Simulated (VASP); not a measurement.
A run of VASP 6.6.1 is set up as follows.

The input POSCAR:

```
Mg
1.0
    3.1066653474      0.0000000000      0.0000000000
   -1.5533326737      2.6904511119      0.0000000000
    0.0000000000      0.0000000000      5.1532849037
Mg
2
Direct
    0.6666666667      0.3333333333      0.2500000000
    0.3333333333      0.6666666667      0.7500000000
```

Contents of INCAR.step1:

```
  ALGO = Normal
  EDIFF = 1E-4
  ENCUT = 520
  GGA = PE
  ISMEAR = 0
  LASPH = True
  LCHARG = False
  LREAL = False
  LWAVE = True
  NBANDS = 9
  NELM = 80
  PREC = Accurate
  SIGMA = 0.1
```

Contents of INCAR.step2:

```
  ALGO = Normal
  EDIFF = 1E-6
  ENCUT = 520
  ISIF = 2
  ISMEAR = 0
  ISTART = 1
  LASPH = True
  LCHARG = False
  LMIXTAU = True
  LREAL = False
  LWAVE = False
  METAGGA = R2SCAN
  NBANDS = 9
  NELM = 80
  PREC = Accurate
  SIGMA = 0.1
```

The input KPOINTS:

```
k-points
0
Gamma
  12 12 7
```

Potentials or basis: VASP PAW PBE potentials, release 64 (Mg).

Run with:

```bash
$ cat potpaw_PBE.64/Mg/POTCAR > POTCAR
$ cp INCAR.step1 INCAR
$ mpirun -np 1 vasp_std > vasp.out
$ cp INCAR.step2 INCAR
$ mpirun -np 1 vasp_std > vasp.out
```

(1) Predict the band gap on the k mesh.

(2) Estimate the pressure.

## Answers

(1) zero (band 2 reaches 4.08 eV, above the bottom of band 3 at 1.58 eV).

(2) 1.7 GPa.

Caveat: the PAW data sets were made with another functional, which shifts forces and pressure a little.
